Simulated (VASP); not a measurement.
Write the native input for VASP 6.6.1 that does the following.

| Quantity | Value |
| --- | --- |
| Task | single point |
| Functional | PBEsol |
| Potentials or basis | VASP PAW PBE potentials, release 64 (Na_pv, Te, H) |
| Cutoff | 520 eV |
| k mesh | 6 × 6 × 6 |
| Occupations | gaussian, width 0.02 eV |
| Spin | no spin polarisation |
| Dipole correction | no |
| Further INCAR settings | ALGO = Normal; EDIFF = 1e-07; NBANDS = 22 |

The structure of Na3TeH lies in POSCAR:

```
Na3TeH
1.0
    4.7020188414      0.0000000000      0.0000000000
    0.0000000000      4.7020188414      0.0000000000
    0.0000000000      0.0000000000      4.7020188414
Na Te H
3 1 1
Direct
    0.5000000000      0.0000000000      0.5000000000
    0.0000000000      0.5000000000      0.5000000000
    0.5000000000      0.5000000000      0.0000000000
    0.0000000000      0.0000000000      0.0000000000
    0.5000000000      0.5000000000      0.5000000000
```

The input as run:

INCAR

```
ALGO = Normal ; EDIFF = 1E-7
ENCUT = 520 ; GGA = PS
ISIF = 2 ; ISMEAR = 0
LASPH = True ; LCHARG = False
LREAL = False ; LWAVE = False
NBANDS = 22 ; NELM = 80
PREC = Accurate ; SIGMA = 0.02
```

KPOINTS

```
k-points
0
Gamma
  6 6 6
```

Potentials or basis: VASP PAW PBE potentials, release 64 (Na_pv, Te, H).

Command:

```console
$ cat potpaw_PBE.64/Na_pv/POTCAR potpaw_PBE.64/Te/POTCAR potpaw_PBE.64/H/POTCAR > POTCAR
$ mpirun -np 1 vasp_std > vasp.out
```

Results of the run:

* Pressure: 0.1 GPa
* Band gap on the k mesh: 2.66 eV (least direct gap 2.85 eV)

Caveat: the PAW data sets were made with another functional, which shifts forces and pressure a little; spin-orbit coupling is left out, which moves the levels of the heavy elements.

Run time: 21 s on 1 thread of Intel(R) Xeon(R) Platinum 8488C (Sapphire Rapids) (shared host), peak memory 0.22 GiB.
